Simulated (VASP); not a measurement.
Runs of VASP 6.6.1 on NaCl. The structure is that of space group I4/mmm (No. 139), or close to it. The cells are those of the table. 

| cell | gap on the mesh (eV) | pressure (GPa) |
| --- | --- | --- |
| a = 4.168, b = 4.168, c = 4.325 Å, angles 58.7, 58.7, 62.5°, 2 atoms | (c) | -3.1 |
| a = 4.017, b = 4.017, c = 4.325 Å, angles 57.4, 57.4, 65.1°, 2 atoms | 5.55 | -0.8 |
| a = 4.086, b = 4.086, c = 4.165 Å, angles 59.4, 59.4, 61.3°, 2 atoms | (a) | (b) |
| a = 4.168, b = 4.168, c = 4.005 Å, angles 61.3, 61.3, 57.4°, 2 atoms | 5.55 | -2.2 |
| a = 4.092, b = 4.092, c = 4.325 Å, angles 58.1, 58.1, 63.8°, 2 atoms | 5.42 | -2.3 |

Alike in all rows: task single point; level r2SCAN; potentials or basis VASP PAW PBE potentials, release 64 (Na_pv, Cl); no spin polarisation; k mesh 8 × 8 × 8; cutoff (eV) 520; smearing gaussian 0.05 eV.

**Question.** Estimate the missing entries.

**Answer.** (a) 5.56; (b) -2.4; (c) 5.29.

Caveats: the PAW data sets were made with another functional, which shifts forces and pressure a little; the cell stands under tension (at least some runs).

A k mesh can miss the band edges.
